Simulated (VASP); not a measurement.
# BaTiO3 in VASP: single point with PBE

Aim: the single point of BaTiO3 with PBE.

All numbers are computed with VASP 6.6.1; they aren't measurements. Logs are shortened: lines on timing, memory, paths and dates and some standing lists are left out, and cuts for length are marked.

### 1 The cell of the first run

The typed cell holds 5 atoms: a = 4.059 Å, b = 4.060 Å, c = 4.060 Å, α = 89.70°, β = 90.30°, γ = 90.30°.

### 2 Single point, PBE

Input file INCAR:

```
SYSTEM = BaTiO3
PREC     = Accurate       ! precision mode
ENCUT    = 520            ! plane-wave cutoff, eV
EDIFF    = 1E-6           ! SCF threshold, eV
ISMEAR   = 0              ! smearing method
SIGMA    = 0.05           ! smearing width, eV
LREAL    = .FALSE.        ! projectors in reciprocal space
LASPH    = .TRUE.         ! aspherical terms in the spheres
NELM     = 80             ! most SCF steps
ALGO     = Normal         ! electronic algorithm
ISIF     = 2              ! what is computed and relaxed
LWAVE    = .FALSE.        ! write WAVECAR
LCHARG   = .FALSE.        ! write CHGCAR
GGA      = PE             ! functional
NBANDS   = 28             ! bands
```

Input file KPOINTS:

```
regular mesh
0
G
  6 6 6
  0 0 0
```

Input file POSCAR:

```
BaTiO3
1.0
    4.0593858502     -0.0105633954     -0.0105492156
   -0.0105633954      4.0603246276      0.0106075196
   -0.0105492156      0.0106075196      4.0598395337
Ba Ti O
1 1 3
Direct
    0.4907260557      0.5093458125      0.5092980001
   -0.0233912948      0.0235513663      0.0234263843
    0.5179608286     -0.0074114951     -0.0073975559
    0.0073148520      0.4819242904     -0.0073204227
    0.0073895585     -0.0074099743      0.4819935944
```

Potentials or basis: VASP PAW PBE potentials, release 64 (Ba_sv, Ti_sv, O).

Command:

```sh
$ cat potpaw_PBE.64/Ba_sv/POTCAR potpaw_PBE.64/Ti_sv/POTCAR potpaw_PBE.64/O/POTCAR > POTCAR
$ mpirun -np 1 vasp_std > vasp.out
```

OUTCAR:

```text
SYSTEM = BaTiO3
   PREC = Accurate
   ENCUT = 520
   EDIFF = 1E-6
   ISMEAR = 0
   LREAL = .FALSE.
   LASPH = .TRUE.
   NELM = 80
   ISIF = 2
   GGA = PE

 ion  position               nearest neighbor table
   1  0.491  0.509  0.509-   5 2.78   3 2.78   4 2.78   5 2.87   4 2.87   3 2.87   4 2.87   5 2.87
                             3 2.87   4 2.98   5 2.98   3 2.98   2 3.43   2 3.48   2 3.48   2 3.48
   2  0.977  0.024  0.023-   4 1.87   5 1.87   3 1.87   3 2.21   5 2.21   4 2.21   1 3.43   1 3.48
                             1 3.48   1 3.48   1 3.54   1 3.54   1 3.54   1 3.63
   3  0.518  0.993  0.993-   2 1.87   2 2.21   1 2.78   1 2.87   1 2.87   1 2.98
   4  0.007  0.482  0.993-   2 1.87   2 2.21   1 2.78   1 2.87   1 2.87   1 2.98
   5  0.007  0.993  0.482-   2 1.87   2 2.21   1 2.78   1 2.87   1 2.87   1 2.98

  LATTYP: Found a triclinic cell.
 ALAT       =     4.0603522244
 B/A-ratio  =     1.4104248938
 C/A-ratio  =     1.7288546792
 COS(alpha) =     0.0000950038
 COS(beta)  =     0.5784303373
 COS(gamma) =     0.7052971533

  Lattice vectors:

 A1 = (   0.0105633954,  -4.0603246276,  -0.0106075196)
 A2 = (   0.0000141798,  -4.0497171080,   4.0492320141)
 A3 = (  -4.0382732392,  -4.0603687518,  -4.0598978377)

Analysis of symmetry for initial positions (statically):
=====================================================================
 Subroutine PRICEL returns:
 Original cell was already a primitive cell.

 Routine SETGRP: Setting up the symmetry group for a
 triclinic supercell.

 Subroutine GETGRP returns: Found  1 space group operations
 (whereof  1 operations were pure point group operations)
 out of a pool of  2 trial point group operations.

The static configuration has the point symmetry C_1 .

Analysis of symmetry for dynamics (positions and initial velocities):
=====================================================================
 Subroutine PRICEL returns:
 Original cell was already a primitive cell.

 Routine SETGRP: Setting up the symmetry group for a
 triclinic supercell.

 Subroutine GETGRP returns: Found  1 space group operations
 (whereof  1 operations were pure point group operations)
 out of a pool of  2 trial point group operations.

The dynamic configuration has the point symmetry C_1 .

 Subroutine INISYM returns: Found  1 space group operations
 (whereof  1 operations are pure point group operations),
 and found     1 'primitive' translations

----------------------------------------------------------------------------------------

                                     Primitive cell

  volume of cell :      66.9146

  direct lattice vectors                    reciprocal lattice vectors
     4.059385850 -0.010563395 -0.010549216     0.246346005  0.000639229  0.000638443
    -0.010563395  4.060324628  0.010607520     0.000639229  0.246289066 -0.000641841
    -0.010549216  0.010607520  4.059839534     0.000638443 -0.000641841  0.246318490

  length of vectors
     4.059413301  4.060352224  4.059867097     0.246347662  0.246290732  0.246320154

  position of ions in fractional coordinates (direct lattice)
     0.490726056  0.509345813  0.509298000
     0.976608705  0.023551366  0.023426384
     0.517960829  0.992588505  0.992602444
     0.007314852  0.481924290  0.992679577
     0.007389559  0.992590026  0.481993594

  ion indices of the primitive-cell ions
   primitive index   ion index
                 1           1
                 2           2
                 3           3
                 4           4
                 5           5

----------------------------------------------------------------------------------------

 KPOINTS: regular mesh

Automatic generation of k-mesh.
 Grid dimensions read from file:
 generate k-points for:    6    6    6

 Generating k-lattice:

  Cartesian coordinates                     Fractional coordinates (reciprocal lattice)
     0.041057668  0.000106538  0.000106407     0.166666667  0.000000000  0.000000000
     0.000106538  0.041048178 -0.000106974     0.000000000  0.166666667  0.000000000
     0.000106407 -0.000106974  0.041053082    -0.000000000  0.000000000  0.166666667

  Length of vectors
     0.041057944  0.041048455  0.041053359

  Shift w.r.t. Gamma in fractional coordinates (k-lattice)
     0.000000000  0.000000000  0.000000000

 Subroutine IBZKPT returns following result:
 ===========================================

 Found    112 irreducible k-points:

 Following reciprocal coordinates:
            Coordinates               Weight
  0.000000  0.000000  0.000000      1.000000
  0.166667 -0.000000  0.000000      2.000000
  0.333333 -0.000000 -0.000000      2.000000
  0.500000 -0.000000 -0.000000      1.000000
 -0.000000  0.166667  0.000000      2.000000
  0.166667  0.166667 -0.000000      2.000000
[... 16 lines left out ...]
  0.333333  0.000000  0.166667      2.000000
  0.500000 -0.000000  0.166667      2.000000
 [... further k-points ...]
   k-points           NKPTS =    112   k-points in BZ     NKDIM =    112   number of bands    NBANDS=     28
   number of dos      NEDOS =    301   number of ions     NIONS =      5
   total plane-waves  NPLWV =  27000
   dimension x,y,z NGX =    30 NGY =   30 NGZ =   30
   dimension x,y,z NGXF=    60 NGYF=   60 NGZF=   60
   ions per type =               1   1   3
   NGX,Y,Z   is equivalent  to a cutoff of  12.29, 12.28, 12.28 a.u.
   NGXF,Y,Z  is equivalent  to a cutoff of  24.57, 24.57, 24.57 a.u.
 SYSTEM =  BaTiO3
   PREC   = accura    normal or accurate (medium, high low for compatibility)
   ISTART =      0    job   : 0-new  1-cont  2-samecut
   ICHARG =      2    charge: 1-file 2-atom 10-const
   ISPIN  =      1    spin polarized calculation?
   LNONCOLLINEAR =      F non collinear calculations
   LSORBIT =      F    spin-orbit coupling
   LASPH  =      T    aspherical Exc in radial PAW
   ENCUT  =  520.0 eV  38.22 Ry    6.18 a.u.   7.55  7.55  7.55*2*pi/ulx,y,z
   NELM   =     80;   NELMIN=  2; NELMDL= -5     # of ELM steps
   EDIFF  = 0.1E-05   stopping-criterion for ELM
   LREAL  =      F    real-space projection
   EDIFFG = 0.1E-04   stopping-criterion for IOM
   NSW    =      0    number of steps for IOM
   IBRION =     -1    ionic relax: 0-MD 1-quasi-New 2-CG
   NFREE  =      0    steps in history (QN), initial steepest desc. (CG)
   ISIF   =      2    stress and relaxation
   ISYM   =      2    0-nonsym 1-usesym 2-fastsym
   POTIM  = 0.5000    time-step for ionic-motion
   TEBEG  =    0.0;   TEEND  =   0.0 temperature during run
   PSTRESS=    0.0 pullay stress
   NELECT =      40.0000    total number of electrons
   NUPDOWN=      -1.0000    fix difference up-down
   EMIN   =  10.00;   EMAX   =-10.00  energy-range for DOS
   EFERMI =   0.00;   METHOD = LEGACY
   ISMEAR =     0;   SIGMA  =   0.05  broadening in eV -4-tet -1-fermi 0-gaus
   EFERMI_NEDOS =   21; number of points for ismear=-14 and -15
   IALGO  =     38    algorithm
   IMIX   =      4    mixing-type and parameters
     AMIX     =   0.40;   BMIX     =  1.00
     AMIX_MAG =   1.60;   BMIX_MAG =  1.00
  volume/ion in A,a.u.               =      13.38        90.31
  Fermi-wavevector in a.u.,A,eV,Ry     =   1.379075  2.606073 25.876199  1.901847
  Thomas-Fermi vector in A             =   2.504078
   LORBIT       =      0    0 simple, 1 ext, 2 COOP (PROOUT), +10 PAW based schemes
   GGA     = PE    functional components
   LHFCALC =     F    Hartree Fock is set to
   AEXX    =    0.0000 exact exchange contribution
   IVDW    =     0    specifies the selected vdW correction
   LEPSILON=     F    determine dielectric tensor
   LRPA    =     F    only Hartree local field effects (RPA)
 non-spin polarized calculation
 Gauss-broadening in eV      SIGMA  =   0.05
  energy-cutoff  :      520.00
  volume of cell :       66.91
 maximum number of plane-waves:      1826
   NGX = 15   NGY = 15   NGZ = 15

 number of electron      40.0000002 magnetization

 Free energy of the ion-electron system (eV)
  ---------------------------------------------------
  ext. energy  EPLUGINS =         0.00000000
  ---------------------------------------------------
  free energy    TOTEN  =       -40.05481573 eV

  energy without entropy =      -40.05481573  energy(sigma->0) =      -40.05481573

 E-fermi :   3.7126     XC(G=0): -11.0074

 val. band max:        3.4284438059   @ k =   0.5000   0.5000   0.5000
 cond. band min:       6.0122995361   @ k =   0.0000   0.0000   0.0000
 fundamental gap:      2.5838557302
 Fermi energy:         3.7125654651

 k-point     1 :       0.0000    0.0000    0.0000
  band No.  band energies     occupation
      1     -52.8623      2.00000
      2     -29.1182      2.00000
      3     -29.1161      2.00000
      4     -29.1157      2.00000
      5     -21.4694      2.00000
      6     -13.2781      2.00000
[... 20 lines left out ...]
     27       8.4930      0.00000
     28      10.3409      0.00000

 k-point     2 :       0.1667   -0.0000    0.0000
  band No.  band energies     occupation
      1     -52.8621      2.00000
      2     -29.1274      2.00000
      3     -29.1170      2.00000
      4     -29.1156      2.00000
      5     -21.4462      2.00000
      6     -13.2882      2.00000
[... 20 lines left out ...]
     27       8.9809      0.00000
     28      10.9809      0.00000

 k-point     3 :       0.3333   -0.0000   -0.0000
  band No.  band energies     occupation
      1     -52.8617      2.00000
      2     -29.1490      2.00000
      3     -29.1163      2.00000
      4     -29.1148      2.00000
      5     -21.3991      2.00000
      6     -13.3752      2.00000
[... 20 lines left out ...]
     27      10.1171      0.00000
     28      11.6128      0.00000

 k-point     4 :       0.5000   -0.0000   -0.0000
  band No.  band energies     occupation
      1     -52.8615      2.00000
      2     -29.1598      2.00000
      3     -29.1159      2.00000
      4     -29.1143      2.00000
      5     -21.3752      2.00000
      6     -13.4393      2.00000
[... 578 lines left out ...]
     27       9.4660      0.00000
     28      11.2722      0.00000

 k-point    23 :       0.3333    0.0000    0.1667
  band No.  band energies     occupation
      1     -52.8615      2.00000
      2     -29.1485      2.00000
      3     -29.1260      2.00000
      4     -29.1153      2.00000
      5     -21.3814      2.00000
      6     -13.2896      2.00000
[... 20 lines left out ...]
     27      10.5917      0.00000
     28      11.9401      0.00000

 k-point    24 :       0.5000   -0.0000    0.1667
  band No.  band energies     occupation
      1     -52.8613      2.00000
      2     -29.1591      2.00000
      3     -29.1255      2.00000
      4     -29.1149      2.00000
      5     -21.3598      2.00000
      6     -13.3277      2.00000
[... 20 lines left out ...]
     27      11.2975      0.00000
     28      11.9008      0.00000

 [... further k-points ...]

------------------------ aborting loop because EDIFF is reached ----------------------------------------

  FORCE on cell =-STRESS in cart. coord.  units (eV):
  Direction    XX          YY          ZZ          XY          YZ          ZX
  --------------------------------------------------------------------------------------
  -------------------------------------------------------------------------------------
  Total        0.6513584      0.6554923      0.6488333      0.0086729     -0.0091245      0.0096313
  in kB       15.5958656     15.6948456     15.5354038      0.2076603     -0.2184725      0.2306084
  external PRESSURE =      15.6087050 kB  Pullay stress =       0.0000000 kB

 VOLUME and BASIS-vectors are now :
 -----------------------------------------------------------------------------
  energy-cutoff  :      520.00
  volume of cell :       66.91
      direct lattice vectors                 reciprocal lattice vectors
     4.059385850 -0.010563395 -0.010549216     0.246346005  0.000639229  0.000638443
    -0.010563395  4.060324628  0.010607520     0.000639229  0.246289066 -0.000641841
    -0.010549216  0.010607520  4.059839534     0.000638443 -0.000641841  0.246318490

 POSITION                                       TOTAL-FORCE (eV/Angst)
 -----------------------------------------------------------------------------------
      1.98129      2.06833      2.06789         0.027604     -0.027494     -0.027713
      3.96394      0.08556      0.08505         0.050450     -0.052697     -0.049768
      2.08165      4.03529      4.03487        -0.054193      0.012560      0.012105
      0.01413      1.96722      4.03515        -0.011340      0.054751      0.011229
      0.01443      4.03527      1.96727        -0.012520      0.012881      0.054147
 -----------------------------------------------------------------------------------
    total drift:                                0.000294     -0.000375     -0.000466

  FREE ENERGIE OF THE ION-ELECTRON SYSTEM (eV)
  ---------------------------------------------------
  free  energy   TOTEN  =       -40.0548157305 eV

  energy  without entropy=      -40.0548157305  energy(sigma->0) =      -40.05481573
```

Run time: 2.9 min. Hardware: 1 thread of AMD EPYC 7R43 (Zen 3), shared host; peak memory 0.29 GiB.

What came out:

| Quantity | Value |
| --- | --- |
| Free energy | -40.0548 eV |
| Pressure | 1.6 GPa |
| Largest force | 0.088 eV/Å |
| Band gap on the k mesh | 2.58 eV (least direct gap 3.12 eV) |

Forces on the atoms (eV/Å):
```
Ba   0.028 -0.027 -0.028
Ti   0.050 -0.053 -0.050
O   -0.054  0.013  0.012
O   -0.011  0.055  0.011
O   -0.013  0.013  0.054
```

Caveat: spin-orbit coupling is left out, which moves the levels of the heavy elements. A k mesh can miss the band edges.
